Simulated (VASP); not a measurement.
Te, 4 atoms in the cell. Symmetry: P6_3/mmc, No. 194, hexagonal system. The conventional cell has a = 5.183 Å, b = 5.183 Å, c = 6.398 Å, α = 90.00°, β = 90.00°, γ = 120.00°. Within 3.9 Å of Te (site symmetry -6m2) lie 5 Te at 2.99 to 3.20 Å. Within 3.9 Å of Te (site symmetry -6m2) lie 3 Te at 2.99 Å. 

- Program: VASP 6.6.1
- Task: single point
- Functional: PBE
- Potentials or basis: VASP PAW PBE potentials, release 64 (Te)
- Cutoff: 520 eV
- k mesh: 6 × 6 × 2
- Occupations: gaussian, width 0.1 eV
- Spin: no spin polarisation
- Dipole correction: no
- Further INCAR settings: ALGO = Normal; EDIFF = 1e-07; NBANDS = 20

Potentials or basis: VASP PAW PBE potentials, release 64 (Te).

Run with:

```sh
$ cat potpaw_PBE.64/Te/POTCAR > POTCAR
$ mpirun -np 1 vasp_std > vasp.out
```

Hardware: 1 thread of Intel(R) Xeon(R) 6975P-C (Granite Rapids), on a shared host.

How long does it take, and how much memory?

Run time: 27 s on 1 thread of Intel(R) Xeon(R) 6975P-C (Granite Rapids), on a shared host, peak memory 0.25 GiB. Counts: scf iterations 14, k points 14.
